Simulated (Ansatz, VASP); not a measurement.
# LiF in VASP and in Ansatz

```
CELL_PARAMETERS angstrom
3.04641 0.00000 0.00000
-1.52321 2.63827 0.00000
0.00000 0.00000 4.60923
ATOMIC_POSITIONS crystal
Li 0.33333 0.66667 0.35590
Li 0.66667 0.33333 0.85590
F 0.33333 0.66667 0.99102
F 0.66667 0.33333 0.49102
```

Alike in both runs: task single point; functional LDA; k mesh 9 × 9 × 6; occupations gaussian, width 0.05 eV; no spin polarisation.

|  | VASP | Ansatz |
| --- | --- | --- |
| version | VASP 6.6.1 | Ansatz 0.2.0 |
| potentials or method | VASP PAW LDA potentials, release 64 (Li_sv, F), cutoff 520 eV | scalar-relativistic, plane waves, PAW |
| valence electrons in the cell | 20 | 20 |

```csv
,VASP,Ansatz,Ansatz less VASP
gap on the k mesh at the Fermi level (eV),7.94,7.96,+0.015
least direct gap on the mesh (eV),7.94,7.96,+0.015
rms of the force components (eV/Å),0.499,0.490,-0.0098
```

LDA's correlation is that of Perdew and Zunger in VASP and of Perdew and Wang (1992) in Ansatz. Atom by atom the forces differ by 0.010 eV/Å (rms over components).

Noted on VASP's run: the cutoff is under 1.25 times that of the potentials, so the pressure is a little rough.
